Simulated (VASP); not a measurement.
# Ge (P6_3/mmc) in VASP: settings compared

The runs below take Ge through single point, with r2SCAN, PBEsol.

Program: VASP 6.6.1. These are calculated values, not measurements. Logs are shortened: lines on timing, memory, paths and dates and some standing lists are left out, and cuts for length are marked.

### 1 The cell of the first run

The structure is hexagonal, space group P6_3/mmc (No. 194). The conventional cell has a = 4.050 Å, b = 4.050 Å, c = 6.686 Å, α = 90.00°, β = 90.00°, γ = 120.00°. Ge (site symmetry 3m) has 4 Ge at 2.49 to 2.50 Å within 3.3 Å.

### 2 Single point, r2SCAN

POSCAR reads:

```
Ge
1.0
    4.0501916895      0.0000000000      0.0000000000
   -2.0250958448      3.5075688934      0.0000000000
    0.0000000000      0.0000000000      6.6862218294
Ge
4
Direct
    0.3333333333      0.6666666667      0.9370987500
    0.6666666667      0.3333333333      0.4370987500
    0.3333333333      0.6666666667      0.5629012500
    0.6666666667      0.3333333333      0.0629012500
```

INCAR.step1 reads:

```
ALGO = Normal
EDIFF = 1E-4
ENCUT = 520
GGA = PE
ISMEAR = -1
LASPH = T
LCHARG = F
LREAL = F
LWAVE = T
NBANDS = 36
NELM = 100
PREC = Accurate
SIGMA = 0.05
```

INCAR.step2 reads:

```
ALGO = Normal
EDIFF = 1E-6
ENCUT = 520
ISIF = 2
ISMEAR = -1
ISTART = 1
LASPH = T
LCHARG = T
LELF = T
LMIXTAU = T
LREAL = F
LVHAR = T
LWAVE = F
METAGGA = R2SCAN
NBANDS = 36
NELM = 100
PREC = Accurate
SIGMA = 0.05
```

KPOINTS reads:

```
k-points
0
Gamma
  8 8 4
```

Potentials or basis: VASP PAW PBE potentials, release 64 (Ge_d).

The run is started by

```sh
cat potpaw_PBE.64/Ge_d/POTCAR > POTCAR
cp INCAR.step1 INCAR
mpirun -np 1 vasp_std > vasp.out
cp INCAR.step2 INCAR
mpirun -np 1 vasp_std > vasp.out
```

OUTCAR:

```text
EDIFF = 1E-6
   ENCUT = 520
   ISIF = 2
   ISMEAR = -1
   ISTART = 1
   LASPH = T
   LREAL = F
   METAGGA = R2SCAN
   NELM = 100
   PREC = Accurate

 ion  position               nearest neighbor table
   1  0.333  0.667  0.937-   4 2.49   4 2.49   4 2.49   3 2.50
   2  0.667  0.333  0.437-   3 2.49   3 2.49   3 2.49   4 2.50
   3  0.333  0.667  0.563-   2 2.49   2 2.49   2 2.49   1 2.50
   4  0.667  0.333  0.063-   1 2.49   1 2.49   1 2.49   2 2.50

  LATTYP: Found a hexagonal cell.
 ALAT       =     4.0501916895
 C/A-ratio  =     1.6508408347

  Lattice vectors:

 A1 = (   4.0501916895,   0.0000000000,   0.0000000000)
 A2 = (  -2.0250958448,   3.5075688934,   0.0000000000)
 A3 = (   0.0000000000,   0.0000000000,   6.6862218294)

Analysis of symmetry for initial positions (statically):
=====================================================================
 Subroutine PRICEL returns:
 Original cell was already a primitive cell.

 Routine SETGRP: Setting up the symmetry group for a
 hexagonal supercell.

 Subroutine GETGRP returns: Found 24 space group operations
 (whereof 12 operations were pure point group operations)
 out of a pool of 24 trial point group operations.

The static configuration has the point symmetry D_3d.
 The point group associated with its full space group is D_6h.

Analysis of symmetry for dynamics (positions and initial velocities):
=====================================================================
 Subroutine PRICEL returns:
 Original cell was already a primitive cell.

 Routine SETGRP: Setting up the symmetry group for a
 hexagonal supercell.

 Subroutine GETGRP returns: Found 24 space group operations
 (whereof 12 operations were pure point group operations)
 out of a pool of 24 trial point group operations.

The dynamic configuration has the point symmetry D_3d.
 The point group associated with its full space group is D_6h.

 Subroutine INISYM returns: Found 24 space group operations
 (whereof 12 operations are pure point group operations),
 and found     1 'primitive' translations

----------------------------------------------------------------------------------------

                                     Primitive cell

  volume of cell :      94.9866

  direct lattice vectors                    reciprocal lattice vectors
     4.050191690  0.000000000  0.000000000     0.246901894  0.142548875  0.000000000
    -2.025095845  3.507568893  0.000000000     0.000000000  0.285097750  0.000000000
     0.000000000  0.000000000  6.686221829     0.000000000  0.000000000  0.149561296

  length of vectors
     4.050191690  4.050191690  6.686221829     0.285097750  0.285097750  0.149561296

  position of ions in fractional coordinates (direct lattice)
     0.333333333  0.666666667  0.937098750
     0.666666667  0.333333333  0.437098750
     0.333333333  0.666666667  0.562901250
     0.666666667  0.333333333  0.062901250

  ion indices of the primitive-cell ions
   primitive index   ion index
                 1           1
                 2           2
                 3           3
                 4           4

----------------------------------------------------------------------------------------

 KPOINTS: k-points

Automatic generation of k-mesh.
 Grid dimensions read from file:
 generate k-points for:    8    8    4

 Generating k-lattice:

  Cartesian coordinates                     Fractional coordinates (reciprocal lattice)
     0.030862737  0.017818609  0.000000000     0.125000000  0.000000000  0.000000000
     0.000000000  0.035637219  0.000000000     0.000000000  0.125000000  0.000000000
     0.000000000  0.000000000  0.037390324     0.000000000  0.000000000  0.250000000

  Length of vectors
     0.035637219  0.035637219  0.037390324

  Shift w.r.t. Gamma in fractional coordinates (k-lattice)
     0.000000000  0.000000000  0.000000000

 Subroutine IBZKPT returns following result:
 ===========================================

 Found     30 irreducible k-points:

 Following reciprocal coordinates:
            Coordinates               Weight
  0.000000  0.000000  0.000000      1.000000
  0.125000  0.000000  0.000000      6.000000
  0.250000  0.000000  0.000000      6.000000
  0.375000  0.000000  0.000000      6.000000
  0.500000  0.000000  0.000000      3.000000
  0.125000  0.125000  0.000000      6.000000
[... 16 lines left out ...]
  0.250000  0.000000  0.500000      6.000000
  0.375000  0.000000  0.500000      6.000000
 [... further k-points ...]
   k-points           NKPTS =     30   k-points in BZ     NKDIM =     30   number of bands    NBANDS=     36
   number of dos      NEDOS =    301   number of ions     NIONS =      4
   total plane-waves  NPLWV =  45000
   dimension x,y,z NGX =    30 NGY =   30 NGZ =   50
   dimension x,y,z NGXF=    60 NGYF=   60 NGZF=  100
   ions per type =               4
   NGX,Y,Z   is equivalent  to a cutoff of  12.31, 12.31, 12.43 a.u.
   NGXF,Y,Z  is equivalent  to a cutoff of  24.63, 24.63, 24.86 a.u.
 SYSTEM =  unknown system
   PREC   = accura    normal or accurate (medium, high low for compatibility)
   ISTART =      1    job   : 0-new  1-cont  2-samecut
   ICHARG =      0    charge: 1-file 2-atom 10-const
   ISPIN  =      1    spin polarized calculation?
   LNONCOLLINEAR =      F non collinear calculations
   LSORBIT =      F    spin-orbit coupling
   LASPH  =      T    aspherical Exc in radial PAW
   ENCUT  =  520.0 eV  38.22 Ry    6.18 a.u.   7.53  7.53 12.43*2*pi/ulx,y,z
   NELM   =    100;   NELMIN=  2; NELMDL=  0     # of ELM steps
   EDIFF  = 0.1E-05   stopping-criterion for ELM
   LREAL  =      F    real-space projection
   EDIFFG = 0.1E-04   stopping-criterion for IOM
   NSW    =      0    number of steps for IOM
   IBRION =     -1    ionic relax: 0-MD 1-quasi-New 2-CG
   NFREE  =      0    steps in history (QN), initial steepest desc. (CG)
   ISIF   =      2    stress and relaxation
   ISYM   =      2    0-nonsym 1-usesym 2-fastsym
   POTIM  = 0.5000    time-step for ionic-motion
   TEBEG  =    0.0;   TEEND  =   0.0 temperature during run
   PSTRESS=    0.0 pullay stress
   NELECT =      56.0000    total number of electrons
   NUPDOWN=      -1.0000    fix difference up-down
   EMIN   =  10.00;   EMAX   =-10.00  energy-range for DOS
   EFERMI =   0.00;   METHOD = LEGACY
   ISMEAR =    -1;   SIGMA  =   0.05  broadening in eV -4-tet -1-fermi 0-gaus
   EFERMI_NEDOS =   21; number of points for ismear=-14 and -15
   IALGO  =     38    algorithm
   IMIX   =      4    mixing-type and parameters
     AMIX     =   0.40;   BMIX     =  1.00
     AMIX_MAG =   1.60;   BMIX_MAG =  1.00
  volume/ion in A,a.u.               =      23.75       160.25
  Fermi-wavevector in a.u.,A,eV,Ry     =   1.372724  2.594073 25.638437  1.884372
  Thomas-Fermi vector in A             =   2.498306
   LORBIT       =      0    0 simple, 1 ext, 2 COOP (PROOUT), +10 PAW based schemes
   METAGGA = R2SCAN    functional components
   LHFCALC =     F    Hartree Fock is set to
   AEXX    =    0.0000 exact exchange contribution
   IVDW    =     0    specifies the selected vdW correction
   LEPSILON=     F    determine dielectric tensor
   LRPA    =     F    only Hartree local field effects (RPA)
 non-spin polarized calculation
  energy-cutoff  :      520.00
  volume of cell :       94.99
 maximum number of plane-waves:      2577
   NGX = 15   NGY = 15   NGZ = 25

 number of electron      55.9999996 magnetization

 Free energy of the ion-electron system (eV)
  ---------------------------------------------------
  ext. energy  EPLUGINS =         0.00000000
  ---------------------------------------------------
  free energy    TOTEN  =       -55.38427867 eV

  energy without entropy =      -55.38319652  energy(sigma->0) =      -55.38373759

 E-fermi :   4.4722     XC(G=0): -10.5666

 val. band max:        4.3845954148   @ k =   0.0000   0.0000   0.0000
 cond. band min:       4.4735563387   @ k =   0.0000   0.0000   0.0000
 fundamental gap:      0.0889609239
 Fermi energy:         4.4722120023

 k-point     1 :       0.0000    0.0000    0.0000
  band No.  band energies     occupation
      1     -21.1206      2.00000
      2     -21.1206      2.00000
      3     -21.0849      2.00000
      4     -21.0845      2.00000
      5     -21.0845      2.00000
      6     -21.0726      2.00000
[... 28 lines left out ...]
     35       9.1385      0.00000
     36      11.0158      0.00000

 k-point     2 :       0.1250    0.0000    0.0000
  band No.  band energies     occupation
      1     -21.1290      2.00000
      2     -21.1234      2.00000
      3     -21.0931      2.00000
      4     -21.0893      2.00000
      5     -21.0843      2.00000
      6     -21.0623      2.00000
[... 28 lines left out ...]
     35       9.8096      0.00000
     36      11.0049      0.00000

 k-point     3 :       0.2500    0.0000    0.0000
  band No.  band energies     occupation
      1     -21.1378      2.00000
      2     -21.1274      2.00000
      3     -21.1060      2.00000
      4     -21.0974      2.00000
      5     -21.0800      2.00000
      6     -21.0509      2.00000
[... 28 lines left out ...]
     35      10.9655      0.00000
     36      11.3809      0.00000

 k-point     4 :       0.3750    0.0000    0.0000
  band No.  band energies     occupation
      1     -21.1381      2.00000
      2     -21.1292      2.00000
      3     -21.1182      2.00000
      4     -21.1027      2.00000
      5     -21.0691      2.00000
      6     -21.0447      2.00000
[... 28 lines left out ...]
     35      11.9064      0.00000
     36      12.3827      0.00000

 k-point     5 :       0.5000    0.0000    0.0000
  band No.  band energies     occupation
      1     -21.1338      2.00000
      2     -21.1294      2.00000
      3     -21.1262      2.00000
      4     -21.1045      2.00000
      5     -21.0608      2.00000
      6     -21.0429      2.00000
[... 655 lines left out ...]
 k-point    22 :       0.1250    0.0000    0.5000
  band No.  band energies     occupation
      1     -21.1106      2.00000
      2     -21.1106      2.00000
      3     -21.1091      2.00000
      4     -21.1091      2.00000
      5     -21.0753      2.00000
      6     -21.0753      2.00000
[... 28 lines left out ...]
     35       9.9239      0.00000
     36       9.9239      0.00000

 k-point    23 :       0.2500    0.0000    0.5000
  band No.  band energies     occupation
      1     -21.1154      2.00000
      2     -21.1154      2.00000
      3     -21.1143      2.00000
      4     -21.1143      2.00000
      5     -21.0720      2.00000
      6     -21.0720      2.00000
[... 28 lines left out ...]
     35      10.3259      0.00000
     36      10.3259      0.00000

 k-point    24 :       0.3750    0.0000    0.5000
  band No.  band energies     occupation
      1     -21.1173      2.00000
      2     -21.1173      2.00000
      3     -21.1155      2.00000
      4     -21.1155      2.00000
      5     -21.0670      2.00000
      6     -21.0670      2.00000
[... 28 lines left out ...]
     35      12.1217      0.00000
     36      12.1217      0.00000

 [... further k-points ...]
[... 5 lines left out ...]
  --------------------------------------------------------------------------------------
  -------------------------------------------------------------------------------------
  Total       -1.4581508     -1.4581508     -1.4829561      0.0000000      0.0000000      0.0000000
  in kB      -24.5952058    -24.5952058    -25.0136054      0.0000000      0.0000000      0.0000000
  external PRESSURE =     -24.7346723 kB  Pullay stress =       0.0000000 kB

 VOLUME and BASIS-vectors are now :
 -----------------------------------------------------------------------------
  energy-cutoff  :      520.00
  volume of cell :       94.99
      direct lattice vectors                 reciprocal lattice vectors
     4.050191690  0.000000000  0.000000000     0.246901894  0.142548875  0.000000000
    -2.025095845  3.507568893  0.000000000     0.000000000  0.285097750  0.000000000
     0.000000000  0.000000000  6.686221829     0.000000000  0.000000000  0.149561296

 POSITION                                       TOTAL-FORCE (eV/Angst)
 -----------------------------------------------------------------------------------
     -0.00000      2.33838      6.26565        -0.000000      0.000000     -0.003192
      2.02510      1.16919      2.92254         0.000000     -0.000000     -0.003192
     -0.00000      2.33838      3.76368        -0.000000      0.000000      0.003192
      2.02510      1.16919      0.42057         0.000000     -0.000000      0.003192
 -----------------------------------------------------------------------------------
    total drift:                               -0.000000      0.000000     -0.000000

  FREE ENERGIE OF THE ION-ELECTRON SYSTEM (eV)
  ---------------------------------------------------
  free  energy   TOTEN  =       -55.3842786719 eV

  energy  without entropy=      -55.3831965178  energy(sigma->0) =      -55.38373759
```

It took 3.9 min on 1 thread of Intel Xeon Platinum 8559C (Emerald Rapids), shared host; peak memory 0.24 GiB.

What came out:

- Free energy: -55.3843 eV
- Pressure: -2.5 GPa
- Largest force: 0.003 eV/Å

Forces on the atoms (eV/Å):
```
Ge   0.000  0.000 -0.003
Ge   0.000  0.000 -0.003
Ge   0.000  0.000  0.003
Ge   0.000  0.000  0.003
```

Levels at points of the mesh, in eV from the Fermi level:
| k point | band 26 | band 27 | band 28 | band 29 | band 30 | band 31 |
| --- | --- | --- | --- | --- | --- | --- |
| (0.00, 0.00, 0.00) | -0.23 | -0.09 | 0.00 | 0.04 | 0.04 | 2.35 |
| (0.50, 0.00, 0.00) | -3.15 | -2.83 | -1.54 | 0.71 | 1.74 | 3.76 |
| (0.00, 0.00, 0.50) | -0.94 | -0.94 | -0.94 | 0.75 | 0.75 | 3.48 |
| (0.50, 0.00, 0.50) | -2.63 | -2.49 | -2.49 | 0.64 | 0.64 | 2.34 |

Caveat: the PAW data sets were made with another functional, which shifts forces and pressure a little.

### 3 Single point, r2SCAN

This run uses another cell than the first one, of 24.20 Å³/atom, 1.019 times its volume.

POSCAR reads:

```
Ge
1.0
    4.0759897844      0.0000000000      0.0000000000
   -2.0379948922      3.5299106989      0.0000000000
    0.0000000000      0.0000000000      6.7288103778
Ge
4
Direct
    0.3333333333      0.6666666667      0.9370987500
    0.6666666667      0.3333333333      0.4370987500
    0.3333333333      0.6666666667      0.5629012500
    0.6666666667      0.3333333333      0.0629012500
```

INCAR.step1 reads:

```
SYSTEM = Ge
PREC     = Accurate       ! precision mode
ENCUT    = 520            ! plane-wave cutoff, eV
ISMEAR   = -1             ! smearing method
SIGMA    = 0.05           ! smearing width, eV
LREAL    = .False.        ! projectors in reciprocal space
LASPH    = .True.         ! aspherical terms in the spheres
NELM     = 100            ! most SCF steps
NBANDS   = 36             ! bands
GGA      = PE             ! functional
ALGO     = Normal         ! electronic algorithm
EDIFF    = 1E-4           ! SCF threshold, eV
LWAVE    = .True.         ! write WAVECAR
LCHARG   = .False.        ! write CHGCAR
```

INCAR.step2 reads:

```
SYSTEM = Ge
PREC     = Accurate       ! precision mode
ENCUT    = 520            ! plane-wave cutoff, eV
EDIFF    = 1E-6           ! SCF threshold, eV
ISMEAR   = -1             ! smearing method
SIGMA    = 0.05           ! smearing width, eV
LREAL    = .False.        ! projectors in reciprocal space
LASPH    = .True.         ! aspherical terms in the spheres
NELM     = 100            ! most SCF steps
ALGO     = Normal         ! electronic algorithm
ISIF     = 2              ! what is computed and relaxed
LWAVE    = .False.        ! write WAVECAR
LCHARG   = .False.        ! write CHGCAR
METAGGA  = R2SCAN         ! meta-GGA
LMIXTAU  = .True.       
NBANDS   = 36             ! bands
ISTART   = 1
```

KPOINTS reads:

```
regular mesh
0
Gamma
  8 8 4
  0 0 0
```

Potentials or basis: VASP PAW PBE potentials, release 64 (Ge_d).

The run is started by

```sh
cat potpaw_PBE.64/Ge_d/POTCAR > POTCAR
cp INCAR.step1 INCAR
mpirun -np 1 vasp_std > vasp.out
cp INCAR.step2 INCAR
mpirun -np 1 vasp_std > vasp.out
```

Run time: 3.8 min. Hardware: 1 thread of Intel Xeon Platinum 8559C (Emerald Rapids), shared host; peak memory 0.24 GiB.

The run converged. Its results:

```yaml
Free_energy: -55.3507 eV
Pressure: -3.5 GPa
Largest_force: 0.007 eV/Å
Band_gap_on_the_k_mesh: 0.08 eV, direct
```

Forces on the atoms (eV/Å):
```
Ge   0.000  0.000  0.007
Ge   0.000  0.000  0.007
Ge   0.000  0.000 -0.007
Ge   0.000  0.000 -0.007
```

Stress tensor (GPa, compression positive):
```
-3.51  0.00  0.00
 0.00 -3.51  0.00
 0.00  0.00 -3.59
```

Levels at points of the mesh, in eV from the valence-band top:
```tsv
k point	band 24	band 25	band 26	band 27	band 28	band 29	band 30	band 31	band 32	band 33
(0.00, 0.00, 0.00)	-1.49	-1.49	-0.22	-0.18	0.00	0.08	0.08	2.39	2.39	2.85
(0.50, 0.00, 0.00)	-6.85	-4.47	-3.04	-2.71	-1.46	0.77	1.72	3.80	3.90	4.43
(0.00, 0.00, 0.50)	-4.88	-0.87	-0.87	-0.87	-0.87	0.74	0.74	3.51	3.51	3.51
(0.50, 0.00, 0.50)	-7.94	-2.53	-2.53	-2.39	-2.39	0.67	0.67	2.40	2.40	6.26
```

Caveat: the PAW data sets were made with another functional, which shifts forces and pressure a little. A k mesh can miss the band edges.

### 4 Single point, PBEsol

This run uses another cell than the first one, of 22.83 Å³/atom, 0.962 times its volume.

INCAR reads:

```
SYSTEM = Ge
PREC = Accurate ; ENCUT = 520
EDIFF = 1E-6 ; ISMEAR = -1
SIGMA = 0.03 ; LREAL = .False.
LASPH = .True. ; NELM = 100
ALGO = Normal ; ISIF = 2
LWAVE = .False. ; LCHARG = .False.
GGA = PS ; NBANDS = 36
```

KPOINTS reads:

```
Automatic mesh
0
Gamma
  5 5 2
  0 0 0
```

POSCAR reads:

```
Ge
1.0
    3.9975858431      0.0000000000      0.0000000000
   -1.9987929216      3.4620108940      0.0000000000
    0.0000000000      0.0000000000      6.5993779500
Ge
4
Direct
    0.3333333333      0.6666666667      0.9370987500
    0.6666666667      0.3333333333      0.4370987500
    0.3333333333      0.6666666667      0.5629012500
    0.6666666667      0.3333333333      0.0629012500
```

The run is started by

```sh
cat potpaw_PBE.64/Ge_d/POTCAR > POTCAR
mpirun -np 1 vasp_std > vasp.out
```

Run time: 52 s. Hardware: 1 thread of Intel Xeon 8259CL, shared host; peak memory 0.2 GiB.

The run converged. Its results:

- Free energy: -19.6189 eV
- Pressure: 0.4 GPa
- Largest force: 0.043 eV/Å
- Band gap on the k mesh: 0.15 eV, direct

Forces in eV/Å, atoms in the order of the input:
```
Ge   0.000  0.000 -0.043
Ge   0.000  0.000 -0.043
Ge   0.000  0.000  0.043
Ge   0.000  0.000  0.043
```

Stress tensor (GPa, compression positive):
```
 1.00  0.00  0.00
 0.00  1.00  0.00
 0.00  0.00 -0.84
```

Levels at points of the mesh, in eV from the valence-band top:
| k point | band 24 | band 25 | band 26 | band 27 | band 28 | band 29 | band 30 | band 31 | band 32 | band 33 |
| --- | --- | --- | --- | --- | --- | --- | --- | --- | --- | --- |
| (0.00, 0.00, 0.00) | -1.45 | -1.45 | -0.12 | -0.11 | 0.00 | 0.15 | 0.15 | 2.28 | 2.28 | 2.76 |
| (0.00, 0.00, 0.50) | -4.78 | -0.82 | -0.82 | -0.82 | -0.82 | 0.67 | 0.67 | 3.38 | 3.38 | 3.38 |

Caveat: the k points lie up to 0.48 Å⁻¹ apart; the PAW data sets were made with another functional, which shifts forces and pressure a little. A k mesh can miss the band edges.

### 5 The runs side by side

| level | cell | k mesh | smearing | gap on the mesh (eV) | pressure (GPa) | largest force (eV/Å) |
| --- | --- | --- | --- | --- | --- | --- |
| r2SCAN | a = 4.050, b = 4.050, c = 6.686 Å, angles 90.0, 90.0, 120.0°, 4 atoms | 8 × 8 × 4 | fermi-dirac 0.05 eV | - | -2.5 | - |
| r2SCAN | a = 4.076, b = 4.076, c = 6.729 Å, angles 90.0, 90.0, 120.0°, 4 atoms | 8 × 8 × 4 | fermi-dirac 0.05 eV | 0.08 | -3.5 | 0.01 |
| PBEsol | a = 3.998, b = 3.998, c = 6.599 Å, angles 90.0, 90.0, 120.0°, 4 atoms | 5 × 5 × 2 | fermi-dirac 0.03 eV | 0.15 | 0.4 | 0.04 |

Alike in all rows: task single point; potentials or basis VASP PAW PBE potentials, release 64 (Ge_d); no spin polarisation; cutoff (eV) 520.

Caveats: some runs use coarse meshes; the PAW data sets were made with another functional, which shifts forces and pressure a little.

Total energies depend on the potentials used, so only differences within one code and one set of settings carry meaning.
